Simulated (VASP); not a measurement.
# W: single point with LDA

W:

```
W
1.0
     0.00000    1.98642    1.98642
     1.98642    0.00000    1.98642
     1.98642    1.98642    0.00000
W
1
Direct
  0.00000 0.00000 0.00000
```

```
Program             : VASP 6.6.1
Task                : single point
Functional          : LDA
Potentials or basis : VASP PAW LDA potentials, release 64 (W_sv)
Cutoff              : 520 eV
k mesh              : 18 × 18 × 18
Occupations         : fermi-dirac, width 0.05 eV
Spin                : no spin polarisation
```

```
Pressure               : 1.8 GPa
Band gap on the k mesh : zero (band 7 reaches 14.47 eV, above the bottom of band 8 at 10.36 eV)
```

Levels at points of the mesh, in eV from the Fermi level:
| k point | band 3 | band 4 | band 5 | band 6 | band 7 | band 8 | band 9 | band 10 | band 11 | band 12 |
| --- | --- | --- | --- | --- | --- | --- | --- | --- | --- | --- |
| (0.00, 0.00, 0.00) | -36.93 | -36.93 | -9.12 | -0.62 | -0.62 | -0.62 | 2.68 | 2.68 | 12.95 | 18.33 |
| (0.50, 0.00, 0.00) | -37.12 | -37.12 | -5.81 | -0.88 | -0.88 | 0.96 | 5.35 | 5.35 | 11.02 | 12.60 |
| (0.50, 0.50, 0.00) | -37.43 | -37.43 | -5.79 | -4.79 | 3.49 | 5.30 | 6.16 | 6.16 | 12.23 | 12.23 |

It took 14 s on 1 thread of Intel(R) Xeon(R) 6975P-C (Granite Rapids), on a shared host, peak memory 0.15 GiB.

Caveat: spin-orbit coupling is left out, which moves the levels of the heavy elements.
